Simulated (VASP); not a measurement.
## Cr: single point with PBEsol

Crystal: Cr.

```
Cr
1.0
     1.14705   -2.46703    0.00000
     1.14705    2.46703    0.00000
     0.00000    0.00000    4.06431
Cr
2
Direct
  0.87053 0.12947 0.75000
  0.12947 0.87053 0.25000
```

```yaml
Program: VASP 6.6.1
Task: single point
Functional: PBEsol
Potentials_or_basis: VASP PAW PBE potentials, release 64 (Cr_pv)
Cutoff: 520 eV
k_mesh: 11 × 11 × 6
Occupations: fermi-dirac, width 0.05 eV
Spin: collinear spin, ferromagnetic start
Starting_moments: "[2.25, 2.25] μB"
Fixed_moment: 4.5 μB
```

```
Pressure                                              : 29.5 GPa
Largest force                                         : 0.465 eV/Å
Net moment                                            : 4.50 μB per cell
Site moments                                          : Cr +2.12 μB
Valence electrons inside the program's atomic spheres : Cr 11.13
```

Forces in eV/Å, atoms in the order of the input:
```
Cr   0.000  0.465  0.000
Cr   0.000 -0.465  0.000
```

Stress tensor (GPa, compression positive):
```
54.56  0.00  0.00
 0.00  4.06  0.00
 0.00  0.00 29.73
```

It took 86 s on 1 thread of AMD EPYC 9R45 96-Core Processor (Zen 5), on a shared host, peak memory 0.19 GiB.

Caveat: the cell stands under pressure; the PAW data sets were made with another functional, which shifts forces and pressure a little; the total moment is fixed, so each spin has its own Fermi level.
